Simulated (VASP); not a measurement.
Wanted: the native input for a VASP 6.6.1 run.

| Quantity | Value |
| --- | --- |
| Task | single point |
| Functional | r2SCAN |
| Potentials or basis | VASP PAW PBE potentials, release 64 (In_d, As) |
| Cutoff | 520 eV |
| k mesh | 14 × 14 × 14 |
| Occupations | fermi-dirac, width 0.1 eV |
| Spin | no spin polarisation |
| Dipole correction | no |
| Further INCAR settings | ALGO = Normal; EDIFF = 1e-06; NBANDS = 16 |

Crystal: InAs.

```
In As
1.0
     0.00000    3.02213    3.02213
     3.02213    0.00000    3.02213
     3.02213    3.02213    0.00000
In As
1 1
Direct
  0.00000 0.00000 0.00000
  0.75000 0.75000 0.75000
```

One way to write it, as run:

POSCAR

```
InAs
1.0
    0.0000000000      3.0221329880      3.0221329880
    3.0221329880      0.0000000000      3.0221329880
    3.0221329880      3.0221329880      0.0000000000
In As
1 1
Direct
    0.0000000000      0.0000000000      0.0000000000
    0.7500000000      0.7500000000      0.7500000000
```

INCAR.step1

```
  PREC = Accurate
  ENCUT = 520
  ISMEAR = -1
  SIGMA = 0.1
  LREAL = False
  LASPH = True
  NELM = 100
  NBANDS = 16
  GGA = PE
  ALGO = Normal
  EDIFF = 1E-4
  LWAVE = True
  LCHARG = False
```

INCAR.step2

```
  PREC = Accurate
  ENCUT = 520
  EDIFF = 1E-6
  ISMEAR = -1
  SIGMA = 0.1
  LREAL = False
  LASPH = True
  NELM = 100
  ALGO = Normal
  ISIF = 2
  LWAVE = False
  LCHARG = False
  METAGGA = R2SCAN
  LMIXTAU = True
  NBANDS = 16
  ISTART = 1
```

KPOINTS

```
regular mesh
0
Gamma
  14 14 14
```

Potentials or basis: VASP PAW PBE potentials, release 64 (In_d, As).

Launch:

```bash
$ cat potpaw_PBE.64/In_d/POTCAR potpaw_PBE.64/As/POTCAR > POTCAR
$ cp INCAR.step1 INCAR
$ mpirun -np 1 vasp_std > vasp.out
$ cp INCAR.step2 INCAR
$ mpirun -np 1 vasp_std > vasp.out
```

It gave:

* Pressure: 2.0 GPa
* Band gap on the k mesh: 0.26 eV

Caveat: semilocal functionals underestimate gaps, and a narrow one can read as zero; the PAW data sets were made with another functional, which shifts forces and pressure a little; spin-orbit coupling is left out, which moves the levels of the heavy elements.

Wall time 3.5 min on 1 thread of Intel(R) Xeon(R) Platinum 8259CL CPU @ 2.50GHz (Skylake/Cascade Lake), with other jobs on the host, peak memory 0.25 GiB.
